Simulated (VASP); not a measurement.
Na, 4 atoms in the cell. The structure is hexagonal, space group P6_3/mmc (No. 194). The conventional cell has a = 4.567 Å, b = 4.567 Å, c = 15.197 Å, α = 90.00°, β = 90.00°, γ = 120.00°.  This cell differs from its parent crystal: Cs replaced by Na, lengths x 0.808, strained.

```yaml
Program: VASP 6.6.1
Task: single point
Functional: PBEsol
Potentials_or_basis: VASP PAW PBE potentials, release 64 (Na_pv)
Cutoff: 520 eV
k_mesh: 6 × 6 × 2
Occupations: gaussian, width 0.1 eV
Spin: no spin polarisation
Dipole_correction: no
Further_INCAR_settings: ALGO = Normal; EDIFF = 1e-06; NBANDS = 22
```

Potentials or basis: VASP PAW PBE potentials, release 64 (Na_pv).

The run is started by

```bash
$ cat potpaw_PBE.64/Na_pv/POTCAR > POTCAR
$ mpirun -np 1 vasp_std > vasp.out
```

Hardware: 1 thread of Intel(R) Xeon(R) Platinum 8375C CPU @ 2.90GHz (Ice Lake) (shared host).

Task: Estimate the wall time of this run.

Result: It took 110 s on 1 thread of Intel(R) Xeon(R) Platinum 8375C CPU @ 2.90GHz (Ice Lake) (shared host), peak memory 0.39 GiB. Counts: scf iterations 11, k points 14.
